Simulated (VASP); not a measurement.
# YGaC2N2 (C2/m) in VASP: further runs

YGaC2N2 is run at these levels: PBE; tasks: single point.

Everything below comes from runs of VASP 6.6.1. Logs are shortened: lines on timing, memory, paths and dates and some standing lists are left out, and cuts for length are marked.

## (1) The cell of the first run

It takes space group C2/m (No. 12, monoclinic). The conventional cell has a = 6.516 Å, b = 3.383 Å, c = 7.294 Å, α = 90.00°, β = 92.48°, γ = 90.00°. Y (site symmetry 2/m) has 6 N at 2.36 to 2.41 Å and 4 C at 2.97 Å within 3.1 Å. Within 2.9 Å of Ga (site symmetry 2/m) lie 4 C at 2.20 Å. Within 1.7 Å of C (site symmetry m) lie 1 N at 1.27 Å. N (site symmetry m) has 1 C at 1.27 Å within 1.7 Å.

## (2) Single point, PBE

The input, INCAR:

```
  ALGO = Normal
  EDIFF = 1E-7
  ENCUT = 520
  GGA = PE
  ISIF = 2
  ISMEAR = 0
  LASPH = True
  LCHARG = False
  LREAL = False
  LWAVE = False
  NBANDS = 30
  NELM = 60
  PREC = Accurate
  SIGMA = 0.1
```

The input, KPOINTS:

```
k-points
0
Gamma
  12 12 6
```

The input, POSCAR:

```
YGaC2N2
1.0
    3.2577932909     -1.6913811180      0.0164142464
    3.2577932909      1.6913811180      0.0164142464
   -0.3527620345      0.0000000000      7.2859440594
Y Ga C N
1 1 2 2
Direct
    0.0000000000      0.0000000000      0.5000000000
    0.0000000000      0.0000000000      0.0000000000
    0.5880928676      0.5880928676      0.1786834163
    0.4119071324      0.4119071324      0.8213165837
    0.6802004442      0.6802004442      0.3357107101
    0.3197995558      0.3197995558      0.6642892899
```

Potentials or basis: VASP PAW PBE potentials, release 64 (Y_sv, Ga_d, C, N).

Launch:

```console
$ cat potpaw_PBE.64/Y_sv/POTCAR potpaw_PBE.64/Ga_d/POTCAR potpaw_PBE.64/C/POTCAR potpaw_PBE.64/N/POTCAR > POTCAR
$ mpirun -np 1 vasp_std > vasp.out
```

OUTCAR:

```text
EDIFF = 1E-7
   ENCUT = 520
   GGA = PE
   ISIF = 2
   ISMEAR = 0
   LASPH = True
   LREAL = False
   NELM = 60
   PREC = Accurate

 ion  position               nearest neighbor table
   1  0.000  0.000  0.500-   5 2.36   6 2.36   5 2.41   5 2.41   6 2.41   6 2.41   4 2.97   3 2.97
                             4 2.97   3 2.97
   2  0.000  0.000  0.000-   3 2.20   3 2.20   4 2.20   4 2.20
   3  0.588  0.588  0.179-   5 1.27   2 2.20   2 2.20   1 2.97   1 2.97
   4  0.412  0.412  0.821-   6 1.27   2 2.20   2 2.20   1 2.97   1 2.97
   5  0.680  0.680  0.336-   3 1.27   1 2.36   1 2.41   1 2.41
   6  0.320  0.320  0.664-   4 1.27   1 2.36   1 2.41   1 2.41

  LATTYP: Found a base centered monoclinic cell.
 ALAT       =     6.5156692837
 B/A-ratio  =     0.5191734093
 C/A-ratio  =     1.1195287154
 COS(beta)  =    -0.0433270319

  Lattice vectors:

 A1 = (   3.2577932909,  -1.6913811180,   0.0164142464)
 A2 = (   3.2577932909,   1.6913811180,   0.0164142464)
 A3 = (  -0.3527620345,   0.0000000000,   7.2859440594)

Analysis of symmetry for initial positions (statically):
=====================================================================
 Subroutine PRICEL returns:
 Original cell was already a primitive cell.

 Routine SETGRP: Setting up the symmetry group for a
 base centered monoclinic supercell.

 Subroutine GETGRP returns: Found  4 space group operations
 (whereof  4 operations were pure point group operations)
 out of a pool of  4 trial point group operations.

The static configuration has the point symmetry C_2h.

Analysis of symmetry for dynamics (positions and initial velocities):
=====================================================================
 Subroutine PRICEL returns:
 Original cell was already a primitive cell.

 Routine SETGRP: Setting up the symmetry group for a
 base centered monoclinic supercell.

 Subroutine GETGRP returns: Found  4 space group operations
 (whereof  4 operations were pure point group operations)
 out of a pool of  4 trial point group operations.

The dynamic configuration has the point symmetry C_2h.

 Subroutine INISYM returns: Found  4 space group operations
 (whereof  4 operations are pure point group operations),
 and found     1 'primitive' translations

----------------------------------------------------------------------------------------

                                     Primitive cell

  volume of cell :      80.3132

  direct lattice vectors                    reciprocal lattice vectors
     3.257793291 -1.691381118  0.016414246     0.153440692 -0.295616402  0.007429106
     3.257793291  1.691381118  0.016414246     0.153440692  0.295616402  0.007429106
    -0.352762034  0.000000000  7.285944059    -0.000691362  0.000000000  0.137217100

  length of vectors
     3.670729715  3.670729715  7.294478863     0.333149058  0.333149058  0.137218842

  position of ions in fractional coordinates (direct lattice)
     0.000000000  0.000000000  0.500000000
     0.000000000  0.000000000  0.000000000
     0.588092868  0.588092868  0.178683416
     0.411907132  0.411907132  0.821316584
     0.680200444  0.680200444  0.335710710
     0.319799556  0.319799556  0.664289290

  ion indices of the primitive-cell ions
   primitive index   ion index
                 1           1
                 2           2
                 3           3
                 4           4
                 5           5
                 6           6

----------------------------------------------------------------------------------------

 KPOINTS: k-points

Automatic generation of k-mesh.
 Grid dimensions read from file:
 generate k-points for:   12   12    6

 Generating k-lattice:

  Cartesian coordinates                     Fractional coordinates (reciprocal lattice)
     0.012786724 -0.024634700  0.000619092     0.083333333 -0.000000000  0.000000000
     0.012786724  0.024634700  0.000619092    -0.000000000  0.083333333  0.000000000
    -0.000115227  0.000000000  0.022869517     0.000000000  0.000000000  0.166666667

  Length of vectors
     0.027762421  0.027762421  0.022869807

  Shift w.r.t. Gamma in fractional coordinates (k-lattice)
     0.000000000  0.000000000  0.000000000

 Subroutine IBZKPT returns following result:
 ===========================================

 Found    242 irreducible k-points:

 Following reciprocal coordinates:
            Coordinates               Weight
  0.000000  0.000000  0.000000      1.000000
  0.083333 -0.000000 -0.000000      4.000000
  0.166667  0.000000 -0.000000      4.000000
  0.250000  0.000000 -0.000000      4.000000
  0.333333  0.000000 -0.000000      4.000000
  0.416667 -0.000000 -0.000000      4.000000
[... 16 lines left out ...]
  0.500000  0.166667 -0.000000      4.000000
 -0.416667  0.166667  0.000000      4.000000
 [... further k-points ...]
   k-points           NKPTS =    242   k-points in BZ     NKDIM =    242   number of bands    NBANDS=     30
   number of dos      NEDOS =    301   number of ions     NIONS =      6
   total plane-waves  NPLWV =  42336
   dimension x,y,z NGX =    28 NGY =   28 NGZ =   54
   dimension x,y,z NGXF=    56 NGYF=   56 NGZF=  108
   ions per type =               1   1   2   2
   NGX,Y,Z   is equivalent  to a cutoff of  12.68, 12.68, 12.31 a.u.
   NGXF,Y,Z  is equivalent  to a cutoff of  25.36, 25.36, 24.61 a.u.
 SYSTEM =  unknown system
   PREC   = accura    normal or accurate (medium, high low for compatibility)
   ISTART =      0    job   : 0-new  1-cont  2-samecut
   ICHARG =      2    charge: 1-file 2-atom 10-const
   ISPIN  =      1    spin polarized calculation?
   LNONCOLLINEAR =      F non collinear calculations
   LSORBIT =      F    spin-orbit coupling
   LASPH  =      T    aspherical Exc in radial PAW
   ENCUT  =  520.0 eV  38.22 Ry    6.18 a.u.   6.83  6.83 13.56*2*pi/ulx,y,z
   NELM   =     60;   NELMIN=  2; NELMDL= -5     # of ELM steps
   EDIFF  = 0.1E-06   stopping-criterion for ELM
   LREAL  =      F    real-space projection
   EDIFFG = 0.1E-05   stopping-criterion for IOM
   NSW    =      0    number of steps for IOM
   IBRION =     -1    ionic relax: 0-MD 1-quasi-New 2-CG
   NFREE  =      0    steps in history (QN), initial steepest desc. (CG)
   ISIF   =      2    stress and relaxation
   ISYM   =      2    0-nonsym 1-usesym 2-fastsym
   POTIM  = 0.5000    time-step for ionic-motion
   TEBEG  =    0.0;   TEEND  =   0.0 temperature during run
   PSTRESS=    0.0 pullay stress
   NELECT =      42.0000    total number of electrons
   NUPDOWN=      -1.0000    fix difference up-down
   EMIN   =  10.00;   EMAX   =-10.00  energy-range for DOS
   EFERMI =   0.00;   METHOD = LEGACY
   ISMEAR =     0;   SIGMA  =   0.10  broadening in eV -4-tet -1-fermi 0-gaus
   EFERMI_NEDOS =   21; number of points for ismear=-14 and -15
   IALGO  =     38    algorithm
   IMIX   =      4    mixing-type and parameters
     AMIX     =   0.40;   BMIX     =  1.00
     AMIX_MAG =   1.60;   BMIX_MAG =  1.00
  volume/ion in A,a.u.               =      13.39        90.33
  Fermi-wavevector in a.u.,A,eV,Ry     =   1.318952  2.492458 23.669164  1.739635
  Thomas-Fermi vector in A             =   2.448885
   LORBIT       =      0    0 simple, 1 ext, 2 COOP (PROOUT), +10 PAW based schemes
   GGA     = PE    functional components
   LHFCALC =     F    Hartree Fock is set to
   AEXX    =    0.0000 exact exchange contribution
   IVDW    =     0    specifies the selected vdW correction
   LEPSILON=     F    determine dielectric tensor
   LRPA    =     F    only Hartree local field effects (RPA)
 non-spin polarized calculation
 Gauss-broadening in eV      SIGMA  =   0.10
  energy-cutoff  :      520.00
  volume of cell :       80.31
 maximum number of plane-waves:      2190
   NGX = 13   NGY = 13   NGZ = 27

 number of electron      42.0000008 magnetization

 Free energy of the ion-electron system (eV)
  ---------------------------------------------------
  ext. energy  EPLUGINS =         0.00000000
  ---------------------------------------------------
  free energy    TOTEN  =       -44.63964485 eV

  energy without entropy =      -44.63173527  energy(sigma->0) =      -44.63569006

 E-fermi :   4.9797     XC(G=0): -10.5310

 val. band max:        4.9787020118   @ k =  -0.0833  -0.1667   0.3333
 cond. band min:       4.9872950951   @ k =   0.4167  -0.0000  -0.0000
 fundamental gap:      0.0085930833
 Fermi energy:         4.9797232452

 k-point     1 :       0.0000    0.0000    0.0000
  band No.  band energies     occupation
      1     -37.9959      2.00000
      2     -18.3664      2.00000
      3     -17.8201      2.00000
      4     -17.7950      2.00000
      5     -14.0823      2.00000
      6     -13.4214      2.00000
[... 22 lines left out ...]
     29      10.5062      0.00000
     30      10.8255      0.00000

 k-point     2 :       0.0833   -0.0000   -0.0000
  band No.  band energies     occupation
      1     -37.9911      2.00000
      2     -18.3460      2.00000
      3     -17.8680      2.00000
      4     -17.8254      2.00000
      5     -14.0260      2.00000
      6     -13.4412      2.00000
[... 22 lines left out ...]
     29      10.4231      0.00000
     30      11.0922      0.00000

 k-point     3 :       0.1667    0.0000   -0.0000
  band No.  band energies     occupation
      1     -37.9779      2.00000
      2     -18.2893      2.00000
      3     -18.0447      2.00000
      4     -17.8528      2.00000
      5     -13.8812      2.00000
      6     -13.4950      2.00000
[... 22 lines left out ...]
     29      10.4286      0.00000
     30      11.2459      0.00000

 k-point     4 :       0.2500    0.0000   -0.0000
  band No.  band energies     occupation
      1     -37.9598      2.00000
      2     -18.2727      2.00000
      3     -18.2056      2.00000
      4     -17.8884      2.00000
      5     -13.7153      2.00000
      6     -13.5536      2.00000
[... 22 lines left out ...]
     29      10.9956      0.00000
     30      11.3732      0.00000

 k-point     5 :       0.3333    0.0000   -0.0000
  band No.  band energies     occupation
      1     -37.9416      2.00000
      2     -18.4792      2.00000
      3     -18.1235      2.00000
      4     -17.9233      2.00000
      5     -13.7008      2.00000
      6     -13.4765      2.00000
[... 22 lines left out ...]
     29      11.2883      0.00000
     30      11.6450      0.00000
[... 526 lines left out ...]
     29      10.6068      0.00000
     30      11.2579      0.00000

 k-point    22 :       0.4167    0.1667    0.0000
  band No.  band energies     occupation
      1     -37.9453      2.00000
      2     -18.3785      2.00000
      3     -18.1629      2.00000
      4     -18.0137      2.00000
      5     -13.6010      2.00000
      6     -13.5521      2.00000
[... 22 lines left out ...]
     29      10.9918      0.00000
     30      11.3885      0.00000

 k-point    23 :       0.5000    0.1667   -0.0000
  band No.  band energies     occupation
      1     -37.9309      2.00000
      2     -18.5144      2.00000
      3     -18.1229      2.00000
      4     -18.0265      2.00000
      5     -13.6589      2.00000
      6     -13.4331      2.00000
[... 22 lines left out ...]
     29      11.3373      0.00000
     30      11.4462      0.00000

 k-point    24 :      -0.4167    0.1667    0.0000
  band No.  band energies     occupation
      1     -37.9229      2.00000
      2     -18.6060      2.00000
      3     -18.0802      2.00000
      4     -18.0223      2.00000
      5     -13.6956      2.00000
      6     -13.3725      2.00000
[... 22 lines left out ...]
     29      11.4124      0.00000
     30      11.5803      0.00000

 [... further k-points ...]

------------------------ aborting loop because EDIFF is reached ----------------------------------------

  FORCE on cell =-STRESS in cart. coord.  units (eV):
  Direction    XX          YY          ZZ          XY          YZ          ZX
  --------------------------------------------------------------------------------------
  -------------------------------------------------------------------------------------
  Total       -0.0056139      0.0069417      0.3004795      0.0000000      0.0000000      0.1389042
  in kB       -0.1119915      0.1384817      5.9943036      0.0000000      0.0000000      2.7710161
  external PRESSURE =       2.0069313 kB  Pullay stress =       0.0000000 kB

 VOLUME and BASIS-vectors are now :
 -----------------------------------------------------------------------------
  energy-cutoff  :      520.00
  volume of cell :       80.31
      direct lattice vectors                 reciprocal lattice vectors
     3.257793291 -1.691381118  0.016414246     0.153440692 -0.295616402  0.007429106
     3.257793291  1.691381118  0.016414246     0.153440692  0.295616402  0.007429106
    -0.352762034  0.000000000  7.285944059    -0.000691362  0.000000000  0.137217100

 POSITION                                       TOTAL-FORCE (eV/Angst)
 -----------------------------------------------------------------------------------
     -0.17638      0.00000      3.64297         0.000000      0.000000      0.000000
      0.00000      0.00000      0.00000         0.000000     -0.000000      0.000000
      3.76874      0.00000      1.32118        -0.051841     -0.000000     -0.115637
      2.39409      0.00000      5.99759         0.051841     -0.000000      0.115637
      4.31348      0.00000      2.46830         0.059503     -0.000000      0.123190
      1.84935      0.00000      4.85047        -0.059503     -0.000000     -0.123190
 -----------------------------------------------------------------------------------
    total drift:                                0.000000      0.000000     -0.000000

  FREE ENERGIE OF THE ION-ELECTRON SYSTEM (eV)
  ---------------------------------------------------
  free  energy   TOTEN  =       -44.6396448461 eV

  energy  without entropy=      -44.6317352681  energy(sigma->0) =      -44.63569006
```

Run time: 4.9 min. Hardware: 1 thread of Intel Xeon 6975P-C (Granite Rapids), shared host; peak memory 0.69 GiB.

What came out:

```yaml
Free_energy: -44.6396 eV
Pressure: 0.2 GPa
Largest_force: 0.137 eV/Å
Band_gap_on_the_k_mesh: zero (bands 21 and 22 overlap by 1.03 eV)
```

Forces on the atoms (eV/Å):
```
Y    0.000  0.000  0.000
Ga   0.000  0.000  0.000
C   -0.052  0.000 -0.116
C    0.052  0.000  0.116
N    0.060  0.000  0.123
N   -0.060  0.000 -0.123
```

Stress tensor (GPa, compression positive):
```
-0.01  0.00  0.28
 0.00  0.01  0.00
 0.28  0.00  0.60
```

Levels at points of the mesh, in eV from the Fermi level:
| k point | band 19 | band 20 | band 21 | band 22 | band 23 | band 24 |
| --- | --- | --- | --- | --- | --- | --- |
| (0.00, 0.00, 0.00) | -4.45 | -0.39 | 0.68 | 0.83 | 1.02 | 1.58 |
| (0.50, 0.00, 0.00) | -3.99 | -3.67 | -0.49 | -0.16 | 1.70 | 2.10 |
| (0.50, 0.50, 0.00) | -4.77 | -0.95 | -0.46 | 0.54 | 2.07 | 2.32 |
| (0.00, 0.00, 0.50) | -4.48 | -0.42 | -0.23 | 0.86 | 1.58 | 2.55 |
| (0.50, 0.00, 0.50) | -3.91 | -2.79 | -1.76 | 1.13 | 1.17 | 1.79 |
| (0.50, 0.50, 0.50) | -4.75 | -2.14 | 0.26 | 1.05 | 1.79 | 2.37 |

## (3) Single point, PBE, collinear spin, ferromagnetic start

The input, INCAR:

```
SYSTEM = YGaC2N2
PREC     = Accurate       ! precision mode
ENCUT    = 520            ! plane-wave cutoff, eV
EDIFF    = 1E-6           ! SCF threshold, eV
ISMEAR   = 0              ! smearing method
SIGMA    = 0.1            ! smearing width, eV
LREAL    = .FALSE.        ! projectors in reciprocal space
LASPH    = .TRUE.         ! aspherical terms in the spheres
NELM     = 150            ! most SCF steps
ALGO     = Normal         ! electronic algorithm
ISIF     = 2              ! what is computed and relaxed
LWAVE    = .FALSE.        ! write WAVECAR
LCHARG   = .TRUE.         ! write CHGCAR
ISPIN    = 2              ! spin polarisation
MAGMOM   = 0 0 1 1 1 1    ! initial moments
LORBIT   = 11             ! projections on sites
LMAXMIX  = 4              ! l up to which the mixer works
GGA      = PE             ! functional
LELF     = .TRUE.         ! ELF
LVHAR    = .TRUE.       
NBANDS   = 34             ! bands
```

The input, KPOINTS:

```
Automatic mesh
0
G
  6 6 4
  0 0 0
```

The input, POSCAR:

```
YGaC2N2
1.0
    3.2800404748     -1.6739561484      0.0000000000
    3.2800404748      1.6739561484      0.0000000000
   -0.3920719072      0.0000000000      7.3238499448
Y Ga C N
1 1 2 2
Direct
    0.0000000000      0.0000000000      0.5000000000
    0.0000000000      0.0000000000      0.0000000000
    0.5875709730      0.5875709730      0.1794109233
    0.4124290270      0.4124290270      0.8205890767
    0.6798973494      0.6798973494      0.3358488149
    0.3201026506      0.3201026506      0.6641511851
```

Potentials or basis: VASP PAW PBE potentials, release 64 (Y_sv, Ga_d, C, N).

Launch:

```console
$ cat potpaw_PBE.64/Y_sv/POTCAR potpaw_PBE.64/Ga_d/POTCAR potpaw_PBE.64/C/POTCAR potpaw_PBE.64/N/POTCAR > POTCAR
$ mpirun -np 1 vasp_std > vasp.out
```

It took 2.4 min on 1 thread of Intel Xeon 6975P-C (Granite Rapids), shared host; peak memory 0.4 GiB.

It converged, with:

```yaml
Free_energy: -44.6803 eV
Pressure: 0.2 GPa
Largest_force: 0.149 eV/Å
Band_gap_on_the_k_mesh: zero (filled and empty bands overlap)
Net_moment: 0.00 μB per cell
Valence_electrons_inside_the_program's_atomic_spheres: Y 9.76; Ga 11.58; C 2.42; N 3.87
```

Forces in eV/Å, atoms in the order of the input:
```
Y    0.000  0.000  0.000
Ga   0.000  0.000  0.000
C   -0.054  0.000 -0.117
C    0.054  0.000  0.117
N    0.063  0.000  0.136
N   -0.063  0.000 -0.136
```

Stress tensor (GPa, compression positive):
```
-0.06  0.00  0.23
 0.00  0.05  0.00
 0.23  0.00  0.73
```

Levels at points of the mesh, in eV from the Fermi level:
Spin up:
| k point | band 18 | band 19 | band 20 | band 21 | band 22 | band 23 | band 24 | band 25 |
| --- | --- | --- | --- | --- | --- | --- | --- | --- |
| (0.00, 0.00, 0.00) | -4.76 | -4.56 | -0.46 | 0.59 | 0.87 | 1.04 | 1.40 | 1.87 |
| (0.50, 0.00, 0.00) | -5.19 | -4.04 | -3.76 | -0.57 | -0.20 | 1.69 | 2.00 | 2.98 |
| (0.50, 0.50, 0.00) | -5.15 | -4.89 | -1.06 | -0.55 | 0.57 | 2.07 | 2.36 | 2.62 |
| (0.00, 0.00, 0.50) | -4.81 | -4.50 | -0.52 | -0.19 | 0.81 | 1.38 | 2.56 | 2.70 |
| (0.50, 0.00, 0.50) | -5.17 | -3.96 | -2.88 | -1.82 | 1.06 | 1.14 | 1.70 | 3.20 |
| (0.50, 0.50, 0.50) | -4.84 | -4.80 | -2.24 | 0.30 | 0.93 | 1.86 | 2.36 | 2.61 |
Spin down:
```csv
k point,band 18,band 19,band 20,band 21,band 22,band 23,band 24,band 25
"(0.00, 0.00, 0.00)",-4.76,-4.56,-0.46,0.59,0.87,1.04,1.40,1.87
"(0.50, 0.00, 0.00)",-5.19,-4.04,-3.76,-0.57,-0.20,1.69,2.00,2.98
"(0.50, 0.50, 0.00)",-5.15,-4.89,-1.06,-0.55,0.57,2.07,2.36,2.62
"(0.00, 0.00, 0.50)",-4.81,-4.50,-0.52,-0.19,0.81,1.38,2.56,2.70
"(0.50, 0.00, 0.50)",-5.17,-3.96,-2.88,-1.82,1.06,1.14,1.70,3.20
"(0.50, 0.50, 0.50)",-4.84,-4.80,-2.24,0.30,0.93,1.86,2.36,2.61
```

The gap in the log of VASP goes by the Fermi energy; the results here count the filled bands.